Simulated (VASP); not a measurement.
# SnO in VASP: notebook

The runs below take SnO through single point, with PBE+D3(BJ).

Everything below comes from runs of VASP 6.6.1. Logs are shortened: lines on timing, memory, paths and dates and some standing lists are left out, and cuts for length are marked.

### Step 1. The cell of the first run

The cell holds a slab with vacuum, 8 atoms: a = 3.821 Å, b = 3.821 Å, c = 22.228 Å, α = 90.00°, β = 90.00°, γ = 90.00°.

### Step 2. Single point, PBE+D3(BJ) (layers slid over each other)

INCAR reads:

```
SYSTEM = SnO
PREC = Accurate
ENCUT = 520
EDIFF = 1E-6
ISMEAR = 0
SIGMA = 0.05
LREAL = .FALSE.
LASPH = .TRUE.
NELM = 100
ALGO = Normal
ISIF = 2
LWAVE = .FALSE.
LCHARG = .FALSE.
LDIPOL = .TRUE.
IDIPOL = 3
DIPOL = 0.5 0.5 0.388
GGA = PE
IVDW = 12
NBANDS = 50
```

KPOINTS reads:

```
regular mesh
0
G
  7 7 1
  0 0 0
```

POSCAR reads:

```
SnO
1.0
    3.8205591864     -0.0000144263      0.0000000000
    0.0000145052      3.8205591864      0.0000000000
    0.0000000000      0.0000000000     22.2281054423
Sn O
4 4
Direct
    0.7499972411      0.2500027589      0.2024464033
    0.2499972411      0.7500027589      0.3088006191
    0.3749972411      0.8750027589      0.4662589328
   -0.1250027589      1.3750027589      0.5726131485
    0.2499972411      0.2500027589      0.2556235112
    0.7499972411      0.7500027589      0.2556235112
   -0.1250027589      0.8750027589      0.5194360406
    0.3749972411      1.3750027589      0.5194360406
```

Potentials or basis: VASP PAW PBE potentials, release 64 (Sn_d, O).

Run with:

```bash
cat potpaw_PBE.64/Sn_d/POTCAR potpaw_PBE.64/O/POTCAR > POTCAR
mpirun -np 1 vasp_std > vasp.out
```

OUTCAR:

```text
SYSTEM = SnO
   PREC = Accurate
   ENCUT = 520
   EDIFF = 1E-6
   ISMEAR = 0
   LREAL = .FALSE.
   LASPH = .TRUE.
   NELM = 100
   ISIF = 2
   GGA = PE
   IVDW = 12
 IVDW          = 12

 ion  position               nearest neighbor table
   1  0.750  0.250  0.202-   5 2.25   5 2.25   6 2.25   6 2.25   2 3.59   2 3.59   2 3.59   2 3.59

   2  0.250  0.750  0.309-   6 2.25   6 2.25   5 2.25   5 2.25   3 3.56   1 3.59   1 3.59   1 3.59
                             1 3.59
   3  0.375  0.875  0.466-   7 2.25   7 2.25   8 2.25   8 2.25   2 3.56   4 3.59   4 3.59   4 3.59
                             4 3.59
   4  0.875  0.375  0.573-   8 2.25   8 2.25   7 2.25   7 2.25   3 3.59   3 3.59   3 3.59   3 3.59

   5  0.250  0.250  0.256-   1 2.25   1 2.25   2 2.25   2 2.25
   6  0.750  0.750  0.256-   2 2.25   2 2.25   1 2.25   1 2.25
   7  0.875  0.875  0.519-   3 2.25   3 2.25   4 2.25   4 2.25
   8  0.375  0.375  0.519-   3 2.25   3 2.25   4 2.25   4 2.25

  LATTYP: Found a simple tetragonal cell.
 ALAT       =     3.8205591864
 C/A-ratio  =     5.8180241053

  Lattice vectors:

 A1 = (   3.8205591864,  -0.0000144263,   0.0000000000)
 A2 = (   0.0000145052,   3.8205591864,   0.0000000000)
 A3 = (   0.0000000000,   0.0000000000,  22.2281054423)

Analysis of symmetry for initial positions (statically):
=====================================================================
 Subroutine PRICEL returns:
 Original cell was already a primitive cell.

 Routine SETGRP: Setting up the symmetry group for a
 simple tetragonal supercell.

 Subroutine GETGRP returns: Found  4 space group operations
 (whereof  1 operations were pure point group operations)
 out of a pool of 16 trial point group operations.

The static configuration has the point symmetry C_1 .
 The point group associated with its full space group is C_2h.

Analysis of symmetry for dynamics (positions and initial velocities):
=====================================================================
 Subroutine PRICEL returns:
 Original cell was already a primitive cell.

 Routine SETGRP: Setting up the symmetry group for a
 simple tetragonal supercell.

 Subroutine GETGRP returns: Found  4 space group operations
 (whereof  1 operations were pure point group operations)
 out of a pool of 16 trial point group operations.

The dynamic configuration has the point symmetry C_1 .
 The point group associated with its full space group is C_2h.

 Subroutine INISYM returns: Found  4 space group operations
 (whereof  1 operations are pure point group operations),
 and found     1 'primitive' translations

----------------------------------------------------------------------------------------

                                     Primitive cell

  volume of cell :     324.4564

  direct lattice vectors                    reciprocal lattice vectors
     3.820559186 -0.000014426  0.000000000     0.261741790 -0.000000994  0.000000000
     0.000014505  3.820559186  0.000000000     0.000000988  0.261741790  0.000000000
     0.000000000  0.000000000 22.228105442     0.000000000  0.000000000  0.044988090

  length of vectors
     3.820559186  3.820559186 22.228105442     0.261741790  0.261741790  0.044988090

  position of ions in fractional coordinates (direct lattice)
     0.749997241  0.250002759  0.202446403
     0.249997241  0.750002759  0.308800619
     0.374997241  0.875002759  0.466258933
     0.874997241  0.375002759  0.572613148
     0.249997241  0.250002759  0.255623511
     0.749997241  0.750002759  0.255623511
     0.874997241  0.875002759  0.519436041
     0.374997241  0.375002759  0.519436041

  ion indices of the primitive-cell ions
   primitive index   ion index
                 1           1
                 2           2
                 3           3
                 4           4
                 5           5
                 6           6
                 7           7
                 8           8

----------------------------------------------------------------------------------------

 KPOINTS: regular mesh

Automatic generation of k-mesh.
 Grid dimensions read from file:
 generate k-points for:    7    7    1

 Generating k-lattice:

  Cartesian coordinates                     Fractional coordinates (reciprocal lattice)
     0.037391684 -0.000000142  0.000000000     0.142857143  0.000000000  0.000000000
     0.000000141  0.037391684  0.000000000     0.000000000  0.142857143  0.000000000
     0.000000000  0.000000000  0.044988090     0.000000000  0.000000000  1.000000000

  Length of vectors
     0.037391684  0.037391684  0.044988090

  Shift w.r.t. Gamma in fractional coordinates (k-lattice)
     0.000000000  0.000000000  0.000000000

 Subroutine IBZKPT returns following result:
 ===========================================

 Found     16 irreducible k-points:

 Following reciprocal coordinates:
            Coordinates               Weight
  0.000000  0.000000  0.000000      1.000000
  0.142857 -0.000000  0.000000      4.000000
  0.285714 -0.000000  0.000000      4.000000
  0.428571  0.000000  0.000000      4.000000
  0.142857  0.142857  0.000000      2.000000
 -0.142857  0.142857  0.000000      2.000000
[... 8 lines left out ...]
  0.428571  0.428571  0.000000      2.000000
 -0.428571  0.428571  0.000000      2.000000
   k-points           NKPTS =     16   k-points in BZ     NKDIM =     16   number of bands    NBANDS=     50
   number of dos      NEDOS =    301   number of ions     NIONS =      8
   total plane-waves  NPLWV = 131712
   dimension x,y,z NGX =    28 NGY =   28 NGZ =  168
   dimension x,y,z NGXF=    56 NGYF=   56 NGZF=  336
   ions per type =               4   4
   NGX,Y,Z   is equivalent  to a cutoff of  12.18, 12.18, 12.56 a.u.
   NGXF,Y,Z  is equivalent  to a cutoff of  24.37, 24.37, 25.13 a.u.
 SYSTEM =  SnO
   PREC   = accura    normal or accurate (medium, high low for compatibility)
   ISTART =      0    job   : 0-new  1-cont  2-samecut
   ICHARG =      2    charge: 1-file 2-atom 10-const
   ISPIN  =      1    spin polarized calculation?
   LNONCOLLINEAR =      F non collinear calculations
   LSORBIT =      F    spin-orbit coupling
   LASPH  =      T    aspherical Exc in radial PAW
   ENCUT  =  520.0 eV  38.22 Ry    6.18 a.u.   7.10  7.10 41.33*2*pi/ulx,y,z
   NELM   =    100;   NELMIN=  2; NELMDL= -5     # of ELM steps
   EDIFF  = 0.1E-05   stopping-criterion for ELM
   LREAL  =      F    real-space projection
   EDIFFG = 0.1E-04   stopping-criterion for IOM
   NSW    =      0    number of steps for IOM
   IBRION =     -1    ionic relax: 0-MD 1-quasi-New 2-CG
   NFREE  =      0    steps in history (QN), initial steepest desc. (CG)
   ISIF   =      2    stress and relaxation
   ISYM   =      2    0-nonsym 1-usesym 2-fastsym
   POTIM  = 0.5000    time-step for ionic-motion
   TEBEG  =    0.0;   TEEND  =   0.0 temperature during run
   PSTRESS=    0.0 pullay stress
   NELECT =      80.0000    total number of electrons
   NUPDOWN=      -1.0000    fix difference up-down
   EMIN   =  10.00;   EMAX   =-10.00  energy-range for DOS
   EFERMI =   0.00;   METHOD = LEGACY
   ISMEAR =     0;   SIGMA  =   0.05  broadening in eV -4-tet -1-fermi 0-gaus
   EFERMI_NEDOS =   21; number of points for ismear=-14 and -15
   IALGO  =     38    algorithm
   IMIX   =      4    mixing-type and parameters
     AMIX     =   0.40;   BMIX     =  1.00
     AMIX_MAG =   1.60;   BMIX_MAG =  1.00
  volume/ion in A,a.u.               =      40.56       273.69
  Fermi-wavevector in a.u.,A,eV,Ry     =   1.026564  1.939925 14.338279  1.053834
  Thomas-Fermi vector in A             =   2.160463
   LORBIT       =      0    0 simple, 1 ext, 2 COOP (PROOUT), +10 PAW based schemes
   GGA     = PE    functional components
   LHFCALC =     F    Hartree Fock is set to
   AEXX    =    0.0000 exact exchange contribution
   IVDW    =    12    specifies the selected vdW correction
   LEPSILON=     F    determine dielectric tensor
   LRPA    =     F    only Hartree local field effects (RPA)
 non-spin polarized calculation
 Gauss-broadening in eV      SIGMA  =   0.05
  energy-cutoff  :      520.00
  volume of cell :      324.46
 maximum number of plane-waves:      8769
   NGX = 15   NGY = 15   NGZ = 83

 dipolmoment           0.000000      0.000000      0.000085 electrons x Angstroem

 number of electron      79.9999972 magnetization

 dipolmoment           0.000000      0.000000     -0.000001 electrons x Angstroem

 Free energy of the ion-electron system (eV)
  ---------------------------------------------------
  ext. energy  EPLUGINS =         0.00000000
  ---------------------------------------------------
  free energy    TOTEN  =       -44.90846399 eV

  energy without entropy =      -44.90846399  energy(sigma->0) =      -44.90846399

 E-fermi :   0.4260     XC(G=0):  -5.2189

 val. band max:        0.1209393603   @ k =  -0.1429   0.1429   0.0000
 cond. band min:       1.8923508231   @ k =   0.4286   0.0000   0.0000
 fundamental gap:      1.7714114628
 Fermi energy:         0.4260138348

 k-point     1 :       0.0000    0.0000    0.0000
  band No.  band energies     occupation
      1     -21.0309      2.00000
      2     -21.0305      2.00000
      3     -20.6726      2.00000
      4     -20.6726      2.00000
      5     -20.6419      2.00000
      6     -20.6417      2.00000
[... 42 lines left out ...]
     49       5.2431      0.00000
     50       5.2671      0.00000

 k-point     2 :       0.1429   -0.0000    0.0000
  band No.  band energies     occupation
      1     -21.0223      2.00000
      2     -21.0216      2.00000
      3     -20.6745      2.00000
      4     -20.6732      2.00000
      5     -20.6441      2.00000
      6     -20.6431      2.00000
[... 734 lines left out ...]
 k-point    16 :      -0.4286    0.4286    0.0000
  band No.  band energies     occupation
      1     -20.9756      2.00000
      2     -20.9734      2.00000
      3     -20.9635      2.00000
      4     -20.9586      2.00000
      5     -20.6410      2.00000
      6     -20.6402      2.00000
[... 42 lines left out ...]
     49       5.7143      0.00000
     50       6.3194      0.00000

------------------------ aborting loop because EDIFF is reached ----------------------------------------

 vacuum level on the upper side and lower side of the slab       (xc-potential included)        -0.149        -0.149

 Edisp (eV)   -1.30427

 E8    (eV) :    -0.5767

  FORCE on cell =-STRESS in cart. coord.  units (eV):
  Direction    XX          YY          ZZ          XY          YZ          ZX
  --------------------------------------------------------------------------------------
  -------------------------------------------------------------------------------------
  Total       0.69805     0.69805     2.12176     0.08613     0.91101     0.91102
  in kB       3.44699     3.44698    10.47734     0.42530     4.49862     4.49865
  external pressure =        5.79 kB  Pullay stress =        0.00 kB

 VOLUME and BASIS-vectors are now :
 -----------------------------------------------------------------------------
  energy-cutoff  :      520.00
  volume of cell :      324.46
      direct lattice vectors                 reciprocal lattice vectors
     3.820559186 -0.000014426  0.000000000     0.261741790 -0.000000994  0.000000000
     0.000014505  3.820559186  0.000000000     0.000000988  0.261741790  0.000000000
     0.000000000  0.000000000 22.228105442     0.000000000  0.000000000  0.044988090

 POSITION                                       TOTAL-FORCE (eV/Angst)
 -----------------------------------------------------------------------------------
      2.86541      0.95514      4.50000        -0.017815     -0.017815     -0.062778
      0.95514      2.86543      6.86405        -0.128522     -0.128521     -0.437156
      1.43271      3.34299     10.36405         0.128522      0.128521      0.437156
      3.34298      1.43271     12.72811         0.017815      0.017815      0.062778
      0.95513      0.95515      5.68203         0.036014     -0.089615     -0.019509
      2.86542      2.86542      5.68203        -0.089615      0.036015     -0.019509
      3.34299      3.34299     11.54608         0.089615     -0.036015      0.019509
      1.43270      1.43271     11.54608        -0.036014      0.089615      0.019509
 -----------------------------------------------------------------------------------
    total drift:                               -0.000001     -0.000001     -0.000050

  FREE ENERGIE OF THE ION-ELECTRON SYSTEM (eV)
  ---------------------------------------------------
  free  energy   TOTEN  =       -46.2127300793 eV

  energy  without entropy=      -46.2127300793  energy(sigma->0) =      -46.21273008

 vacuum level on the upper side and lower side of the slab         4.835         4.835
```

It took 6.2 min on 1 thread of AMD EPYC 7R13 (Zen 3), shared host; peak memory 0.41 GiB.

Results:

- Free energy: -46.2127 eV
- Largest force: 0.473 eV/Å
- Band gap on the k mesh: 1.77 eV (least direct gap 1.99 eV)
- Dispersion energy per atom: -0.163 eV

Forces in eV/Å, atoms in the order of the input:
```
Sn  -0.018 -0.018 -0.063
Sn  -0.129 -0.129 -0.437
Sn   0.129  0.129  0.437
Sn   0.018  0.018  0.063
O    0.036 -0.090 -0.020
O   -0.090  0.036 -0.020
O    0.090 -0.036  0.020
O   -0.036  0.090  0.020
```

Caveat: the cell differs from its parent crystal (layers slid over each other); spin-orbit coupling is left out, which moves the levels of the heavy elements.

(Continued in part 2 of 2.)
